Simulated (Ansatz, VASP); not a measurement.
## K in VASP and in Ansatz

INCAR

```
SYSTEM = K
PREC     = Accurate       ! precision mode
ENCUT    = 520            ! plane-wave cutoff, eV
EDIFF    = 1E-6           ! SCF threshold, eV
ISMEAR   = 0              ! smearing method
SIGMA    = 0.1            ! smearing width, eV
LREAL    = .False.        ! projectors in reciprocal space
LASPH    = .True.         ! aspherical terms in the spheres
NELM     = 60             ! most SCF steps
ALGO     = Fast           ! electronic algorithm
ISIF     = 2              ! what is computed and relaxed
LWAVE    = .False.        ! write WAVECAR
LCHARG   = .False.        ! write CHGCAR
GGA      = PS             ! functional
NBANDS   = 16             ! bands
```

File KPOINTS:

```
Automatic mesh
0
Gamma
  12 12 6
  0 0 0
```

Contents of POSCAR:

```
K
1.0
    4.7195512303      0.0000000000      0.0000000000
   -2.3597756151      4.0872512599      0.0000000000
    0.0000000000      0.0000000000      7.7185091858
K
2
Direct
    0.3333333333      0.6666666667      0.2500000000
    0.6666666667      0.3333333333      0.7500000000
```

Input for Ansatz:

```yaml
crystal:
  lattice:
    - [4.7195512303, 0.0, 0.0]
    - [-2.3597756151, 4.0872512599, 0.0]
    - [0.0, 0.0, 7.7185091858]
  atoms:
    - { symbol: K, position: [0.3333333333, 0.6666666667, 0.25] }
    - { symbol: K, position: [0.6666666667, 0.3333333333, 0.75] }
basis:
  ecutwfc: 420
kpoints:
  mp_grid: { grid: [12, 12, 6] }
hamiltonian:
  xc: pbesol
scf:
  occupations: { method: gaussian, width: 0.1 }
output:
  forces: true
  stress: true
  eigenvalues: true
```

Change from the starting cell: equal strain along all axes, cell held, atoms relaxed: +1.5 %.

Alike in both runs: task single point; functional PBEsol; k mesh 12 × 12 × 6; occupations gaussian, width 0.1 eV; no spin polarisation.

|  | VASP | Ansatz |
| --- | --- | --- |
| version | VASP 6.6.1 | Ansatz 0.2.0 |
| potentials or method | VASP PAW PBE potentials, release 64 (K_sv), cutoff 520 eV | scalar-relativistic, plane waves, PAW |
| valence electrons in the cell | 18 | 18 |

|  | VASP | Ansatz | Ansatz less VASP |
| --- | --- | --- | --- |
| gap on the k mesh at the Fermi level (eV) | none | none | - |
| pressure (GPa) | -0.2 | -0.2 | +0.01 |

VASP's potentials were made for PBE, not for PBEsol. A gap of «none» marks a metal or a gap that the smearing closes.
